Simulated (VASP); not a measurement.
# BeZn3Se4: single point with PBE

Crystal: BeZn3Se4.

```
Be Zn Se
1.0
     3.94874    0.00000    0.00000
    -1.97437    3.41971    0.00000
     0.00000    0.00000   13.03797
Be Zn Se
1 3 4
Direct
  0.33333 0.66667 0.00121
  0.33333 0.66667 0.50085
  0.66667 0.33333 0.24255
  0.66667 0.33333 0.75972
  0.33333 0.66667 0.17339
  0.33333 0.66667 0.69039
  0.66667 0.33333 0.43195
  0.66667 0.33333 0.94994
```

```
Program                : VASP 6.6.1
Task                   : single point
Functional             : PBE
Potentials or basis    : VASP PAW PBE potentials, release 64 (Be, Zn, Se)
Cutoff                 : 520 eV
k mesh                 : 12 × 12 × 2
Occupations            : gaussian, width 0.02 eV
Spin                   : no spin polarisation
Dipole correction      : no
Further INCAR settings : ALGO = Normal; EDIFF = 1e-07; NBANDS = 41
```

```
Pressure               : 0.2 GPa
Largest force          : 0.014 eV/Å
Band gap on the k mesh : 1.59 eV
```

Forces in eV/Å, atoms in the order of the input:
```
Be   0.000  0.000 -0.007
Zn   0.000  0.000  0.004
Zn   0.000  0.000  0.005
Zn   0.000  0.000  0.010
Se   0.000  0.000 -0.014
Se   0.000  0.000 -0.007
Se   0.000  0.000 -0.005
Se   0.000  0.000  0.012
```

Levels at points of the mesh, in eV from the valence-band top:
```csv
k point,band 29,band 30,band 31,band 32,band 33,band 34
"(0.00, 0.00, 0.00)",-0.28,0.00,0.00,1.59,2.62,3.01
"(0.50, 0.00, 0.00)",-1.65,-1.52,-0.90,2.65,2.99,3.15
"(0.00, 0.00, 0.50)",-0.23,-0.08,-0.08,2.42,2.65,2.82
"(0.50, 0.00, 0.50)",-1.44,-1.20,-1.07,2.58,2.92,3.22
```

Wall time 6.3 min on 1 thread of Intel(R) Xeon(R) Platinum 8488C (Sapphire Rapids), on a shared host, peak memory 0.42 GiB.

A k mesh can miss the band edges.
